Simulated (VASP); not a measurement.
Here is a VASP 6.6.1 calculation.

File INCAR:

```
PREC     = Accurate       # precision mode
ENCUT    = 500            # plane-wave cutoff, eV
EDIFF    = 1E-7           # SCF threshold, eV
ISMEAR   = 0              # smearing method
SIGMA    = 0.2            # smearing width, eV
LREAL    = False          # projectors in reciprocal space
LASPH    = True           # aspherical terms in the spheres
NELM     = 120            # most SCF steps
ALGO     = Normal         # electronic algorithm
ISIF     = 3              # what is computed and relaxed
LWAVE    = False          # write WAVECAR
LCHARG   = False          # write CHGCAR
GGA      = PE             # functional
IBRION   = 2              # ionic algorithm
NSW      = 36             # ionic steps
EDIFFG   = -0.08          # ionic threshold
GGA_COMPAT= False        
NELMIN   = 4
```

The input KPOINTS:

```
Automatic mesh
0
Gamma
  7 7 4
```

POSCAR

```
GeW
1.0
    1.6659151700     -2.3417836500      0.0000000000
    1.6659151700      2.3417836500      0.0000000000
    0.0000000000      0.0000000000      4.7363442800
Ge W
1 1
Direct
    0.0000000000      0.0000000000      0.0000000000
    0.5000000000      0.5000000000      0.5000000000
```

Potentials or basis: VASP PAW PBE potentials, release 64 (Ge_d, W_sv).

The run is started by

```bash
$ cat potpaw_PBE.64/Ge_d/POTCAR potpaw_PBE.64/W_sv/POTCAR > POTCAR
$ mpirun -np 1 vasp_std > vasp.out
```

(1) What does it give for the band gap on the k mesh?

(2) Estimate the space group after relaxing (to 0.1 Å).

(3) Predict the relaxed cell.

Results:

(1) zero (bands 14 and 15 overlap by 1.74 eV).

(2) Cmmm (No. 65).

(3) a = 2.869 Å, b = 2.869 Å, c = 4.190 Å, α = 90.00°, β = 90.00°, γ = 112.52°.

Caveat: spin-orbit coupling is left out, which moves the levels of the heavy elements.
